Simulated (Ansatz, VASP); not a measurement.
# InAs: VASP beside Ansatz

```
In As
1.0
     0.00000    2.87280    3.02400
     2.87280    0.00000    3.02400
     2.87280    2.87280    0.00000
In As
1 1
Cartesian
  0.0000 0.0000 0.0000
  4.3092 4.3092 4.5360
```

Change from the starting cell: strain -0.050 along x and y, +0.000 along z, atoms carried along.

Alike in both runs: task single point; functional PBEsol; k mesh 14 × 14 × 14; occupations gaussian, width 0.15 eV; no spin polarisation.

```csv
,VASP,Ansatz
version,VASP 6.6.1,Ansatz 0.2.0
potentials or method,"VASP PAW PBE potentials, release 64 (In_d, As), cutoff 520 eV","scalar-relativistic, plane waves, PAW"
valence electrons in the cell,18,28
```

Ansatz gave:

```
pressure (GPa)                                                : 9.0
traceless stress, the component that is largest in VASP (GPa) : -1.16
```

Question: What did VASP give for the same quantities?

Answer: Pressure (GPa): 9.1; traceless stress, the component that is largest in VASP (GPa): -1.16.

VASP's potentials were made for PBE, not for PBEsol. VASP's potentials hold 18 valence electrons a cell and Ansatz's 28, so a difference there can come from the potentials and not from the codes.
